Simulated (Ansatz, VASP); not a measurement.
Two plane-wave programs on NaCl

```
CELL_PARAMETERS angstrom
0.00000 2.79406 2.79406
2.79406 0.00000 2.79406
2.79406 2.79406 0.00000
ATOMIC_POSITIONS crystal
Cl 0.50000 0.50000 0.50000
Na 0.00000 0.00000 0.00000
```

Alike in both runs: functional HSE06; k mesh 4 × 4 × 4; occupations fermi-dirac, width 0.05 eV; no spin polarisation.

|  | VASP | Ansatz |
| --- | --- | --- |
| version | VASP 6.6.1 | Ansatz 0.2.0 |
| potentials or method | VASP PAW PBE potentials, release 64 (Cl, Na_pv) | Ansatz PAW |
| plane-wave cutoff (eV) | 520 | 420 |
| valence electrons in the cell | 14 | 16 |
| task | single point | band structure |

|  | VASP | Ansatz | Ansatz less VASP |
| --- | --- | --- | --- |
| gap on the k mesh at the Fermi level (eV) | 6.59 | 6.60 | +0.008 |
| least direct gap on the mesh (eV) | 6.59 | 6.60 | +0.008 |
| pressure (GPa) | 1.0 | 1.0 | -0.02 |

VASP's potentials hold 14 valence electrons a cell and Ansatz's 16, so a difference there can come from the potentials and not from the codes.

The k mesh is coarse, so the values compare programs but aren't converged.
